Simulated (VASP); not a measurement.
Here is a VASP 6.6.1 calculation.

INCAR

```
  PREC = Accurate
  ENCUT = 700
  EDIFF = 1E-6
  ISMEAR = 0
  SIGMA = 0.1
  LREAL = F
  LASPH = T
  NELM = 120
  ALGO = Normal
  ISIF = 2
  LWAVE = F
  LCHARG = T
  GGA = CA
  LELF = T
  LVHAR = T
  NBANDS = 20
  GGA_COMPAT = F
```

File KPOINTS:

```
regular mesh
0
Gamma
  16 16 16
```

The input POSCAR:

```
CdO
1.0
    0.0000000000      2.3171316566      2.3171316566
    2.3171316566      0.0000000000      2.3171316566
    2.3171316566      2.3171316566      0.0000000000
Cd O
1 1
Direct
    0.0000000000      0.0000000000      0.0000000000
    0.5000000000      0.5000000000      0.5000000000
```

Potentials or basis: VASP PAW LDA potentials, release 64 (Cd_sv_GW, O).

Command:

```console
$ cat potpaw_LDA.64/Cd_sv_GW/POTCAR potpaw_LDA.64/O/POTCAR > POTCAR
$ mpirun -np 1 vasp_std > vasp.out
```

Q: Predict the pressure.

A: 0.2 GPa.

Q: What does it give for the band gap on the k mesh?

A: Zero (bands 13 and 14 overlap by 0.41 eV).

Caveat: semilocal functionals underestimate gaps, and a narrow one can read as zero.
